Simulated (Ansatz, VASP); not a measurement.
# NaGaF2: VASP beside Ansatz

Contents of INCAR:

```
SYSTEM = NaGaF2
ALGO = Normal ; EDIFF = 1E-6
EDIFFG = -0.01 ; ENCUT = 600
GGA = PE ; IBRION = 2
ISIF = 3 ; ISMEAR = 0
LASPH = .TRUE. ; LCHARG = .FALSE.
LREAL = .FALSE. ; LWAVE = .FALSE.
NELM = 80 ; NSW = 100
PREC = Accurate ; SIGMA = 0.02
```

KPOINTS

```
k-points
0
G
  12 12 6
  0 0 0
```

File POSCAR:

```
NaGaF2
1.0
    3.3462069022      0.0000000000      0.0000000000
   -1.6731034511      2.8979001837      0.0000000000
    0.0000000000      0.0000000000      6.2594556546
Na Ga F
1 1 2
Direct
    0.0000000000      0.0000000000      0.0000000000
    0.0000000000      0.0000000000      0.5000000000
    0.3333333333      0.6666666667      0.7830420654
    0.6666666667      0.3333333333      0.2169579346
```

Input for Ansatz:

```yaml
crystal:
  lattice:
    - [3.3462069022, 0.0, 0.0]
    - [-1.6731034511, 2.8979001837, 0.0]
    - [0.0, 0.0, 6.2594556546]
  atoms:
    - { symbol: Na, position: [0.0, 0.0, 0.0] }
    - { symbol: Ga, position: [0.0, 0.0, 0.5] }
    - { symbol: F, position: [0.3333333333, 0.6666666667, 0.7830420654] }
    - { symbol: F, position: [0.6666666667, 0.3333333333, 0.2169579346] }
basis:
  ecutwfc: 420
kpoints:
  mp_grid: { grid: [12, 12, 6] }
hamiltonian:
  xc: pbe
scf:
  occupations: { method: gaussian, width: 0.02 }
output:
  forces: true
  stress: true
  eigenvalues: true
relax:
  adjacent_minimum: "off"
  f_tol: 0.01
  max_steps: 80
  cell: { stress_tol: 0.05 }
```

Alike in both runs: task relaxation of cell and atoms; functional PBE; k mesh 12 × 12 × 6; occupations gaussian, width 0.02 eV; no spin polarisation.

```csv
,VASP,Ansatz
version,VASP 6.6.1,Ansatz 0.2.0
potentials or method,"VASP PAW PBE potentials, release 64 (Na_pv, Ga_d, F), cutoff 600 eV","scalar-relativistic, plane waves, PAW"
valence electrons in the cell,34,36
```

```csv
,VASP,Ansatz,Ansatz less VASP
"gap on the k mesh at the Fermi level, each at its own relaxed structure (eV)",2.17,2.20,+0.032
relaxed volume (Å³/atom),15.09,15.20,+0.105
relaxed cell length with the largest relative difference (Å),3.332,3.341,+0.0096
```

VASP's potentials hold 34 valence electrons a cell and Ansatz's 36, so a difference there can come from the potentials and not from the codes.
